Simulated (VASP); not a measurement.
Here is a VASP 6.6.1 calculation.

The input INCAR:

```
ALGO     = Normal         # electronic algorithm
EDIFF    = 1E-7           # SCF threshold, eV
ENCUT    = 520            # plane-wave cutoff, eV
GGA      = PS             # functional
ISIF     = 2              # what is computed and relaxed
ISMEAR   = -1             # smearing method
LASPH    = True           # aspherical terms in the spheres
LCHARG   = False          # write CHGCAR
LREAL    = False          # projectors in reciprocal space
LWAVE    = False          # write WAVECAR
NBANDS   = 18             # bands
NELM     = 80             # most SCF steps
PREC     = Accurate       # precision mode
SIGMA    = 0.05           # smearing width, eV
```

File KPOINTS:

```
k-points
0
Gamma
  14 14 14
```

File POSCAR:

```
Si2Mo
1.0
   -1.4719059092      1.4719059092      3.6731556425
    1.4719059092     -1.4719059092      3.6731556425
    1.4719059092      1.4719059092     -3.6731556425
Mo Si
1 2
Direct
    0.0000000000      0.0000000000      0.0000000000
    0.3323497185      0.3323497185      0.0000000000
   -0.3323497185     -0.3323497185      0.0000000000
```

Potentials or basis: VASP PAW PBE potentials, release 64 (Mo_sv, Si).

Run with:

```console
$ cat potpaw_PBE.64/Mo_sv/POTCAR potpaw_PBE.64/Si/POTCAR > POTCAR
$ mpirun -np 1 vasp_std > vasp.out
```

(1) What does it give for the band gap on the k mesh?

(2) Estimate the largest force.

Answers

(1) zero (band 11 reaches 16.85 eV, above the bottom of band 12 at 15.61 eV).

(2) 0.010 eV/Å.

Caveat: the PAW data sets were made with another functional, which shifts forces and pressure a little.
